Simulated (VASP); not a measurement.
Input of a VASP 6.6.1 run:

INCAR

```
PREC     = Accurate       # precision mode
ENCUT    = 520            # plane-wave cutoff, eV
EDIFF    = 1E-7           # SCF threshold, eV
ISMEAR   = -1             # smearing method
SIGMA    = 0.03           # smearing width, eV
LREAL    = False          # projectors in reciprocal space
LASPH    = True           # aspherical terms in the spheres
NELM     = 100            # most SCF steps
ALGO     = Normal         # electronic algorithm
ISIF     = 2              # what is computed and relaxed
LWAVE    = False          # write WAVECAR
LCHARG   = False          # write CHGCAR
GGA      = PS             # functional
NBANDS   = 15             # bands
```

The input KPOINTS:

```
Automatic mesh
0
Gamma
  7 7 4
```

The input POSCAR:

```
MgI2
1.0
    4.1812088709      0.0000000000      0.0000000000
   -2.0906044354      3.6210331007      0.0000000000
    0.0000000000      0.0000000000      6.9074450330
Mg I
1 2
Direct
    0.0000000000      0.0000000000      0.0000000000
    0.3333333333      0.6666666667      0.7576300000
    0.6666666667      0.3333333333      0.2423700000
```

Potentials or basis: VASP PAW PBE potentials, release 64 (Mg, I).

Launch:

```bash
$ cat potpaw_PBE.64/Mg/POTCAR potpaw_PBE.64/I/POTCAR > POTCAR
$ mpirun -np 1 vasp_std > vasp.out
```

What does it give for the pressure?

-0.8 GPa.

Predict the band gap on the k mesh.

3.45 eV, indirect (least direct gap 3.49 eV).

Predict the largest force.

0.131 eV/Å.

Stress tensor (GPa, compression positive):
```
-0.92  0.00  0.00
 0.00 -0.92  0.00
 0.00  0.00 -0.50
```

Caveat: the PAW data sets were made with another functional, which shifts forces and pressure a little; spin-orbit coupling is left out, which moves the levels of the heavy elements; this functional lacks dispersion, which binds the layers, so the pressure and a relaxed spacing across them are unreliable. A k mesh can miss the band edges.
